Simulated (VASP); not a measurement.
Runs of VASP 6.6.1 on CaZn2Re2. The typed cell holds 5 atoms: a = 3.991 Å, b = 3.991 Å, c = 6.708 Å, α = 90.00°, β = 90.00°, γ = 120.00°. 

| level | spin | U | smearing | gap on the mesh (eV) | pressure (GPa) | moment (μB) | largest force (eV/Å) |
| --- | --- | --- | --- | --- | --- | --- | --- |
| PBEsol | collinear | - | fermi-dirac 0.1 eV | none | 9.7 | 3.60 | 0.40 |
| PBEsol+U | collinear | Re d U = 1.0 eV | fermi-dirac 0.1 eV | none | (a) | (b) | 0.22 |
| PBEsol | off | - | fermi-dirac 0.15 eV | none | 8.0 | - | 0.84 |
| PBEsol | off | - | fermi-dirac 0.1 eV | none | 7.6 | - | 0.94 |

Alike in all rows: task single point; potentials or basis VASP PAW PBE potentials, release 64 (Zn, Ca_sv, Re); cell as given; k mesh 5 × 5 × 3; cutoff (eV) 520.

Fill in the values left out.

(a) 10.9; (b) 4.27.

Caveats: all runs use coarse meshes; the PAW data sets were made with another functional, which shifts forces and pressure a little; spin-orbit coupling is left out, which moves the levels of the heavy elements; the U is typed as a test and isn't derived for this compound (at least some runs).

A k mesh can miss the band edges, and the runs leave out spin-orbit coupling on Re.

A gap of «none» marks levels without a gap at the run's occupations.
